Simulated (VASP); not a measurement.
Set up this calculation in VASP 6.6.1, as the native input.

| Item | Value |
| --- | --- |
| Task | single point |
| Functional | PBE |
| Potentials or basis | VASP PAW PBE potentials, release 64 (Na_pv, Hf_pv) |
| Cutoff | 520 eV |
| k mesh | 10 × 20 × 20 |
| Occupations | gaussian, width 0.1 eV |
| Spin | no spin polarisation |
| Dipole correction | no |
| Further INCAR settings | ALGO = Fast; EDIFF = 1e-06; NBANDS = 16 |

The structure of NaHf lies in POSCAR:

```
NaHf
1.0
    6.1958088293      0.0000000000      0.0000000000
    0.0000000000      1.5196638412      2.6341644387
    0.0000000000     -1.5196638412      2.6341644387
Na Hf
1 1
Direct
    0.5000000000      0.0373970602      0.0373970602
    0.0000000000      0.7049424909      0.7049424909
```

These files were run (other wordings do the same):

INCAR

```
SYSTEM = NaHf
ALGO = Fast
EDIFF = 1E-6
ENCUT = 520
GGA = PE
ISIF = 2
ISMEAR = 0
LASPH = .True.
LCHARG = .False.
LREAL = .False.
LWAVE = .False.
NBANDS = 16
NELM = 80
PREC = Accurate
SIGMA = 0.1
```

KPOINTS

```
k-points
0
Gamma
  10 20 20
  0 0 0
```

Potentials or basis: VASP PAW PBE potentials, release 64 (Na_pv, Hf_pv).

The run is started by

```bash
$ cat potpaw_PBE.64/Na_pv/POTCAR potpaw_PBE.64/Hf_pv/POTCAR > POTCAR
$ mpirun -np 1 vasp_std > vasp.out
```

It gave:

* Pressure: -0.2 GPa
* Band gap on the k mesh: zero (an odd number of electrons rules out a gap without spin polarisation)

Caveat: spin-orbit coupling is left out, which moves the levels of the heavy elements.

Wall time 2.9 min on 1 thread of Intel(R) Xeon(R) 6975P-C (Granite Rapids) (shared host), peak memory 0.58 GiB.
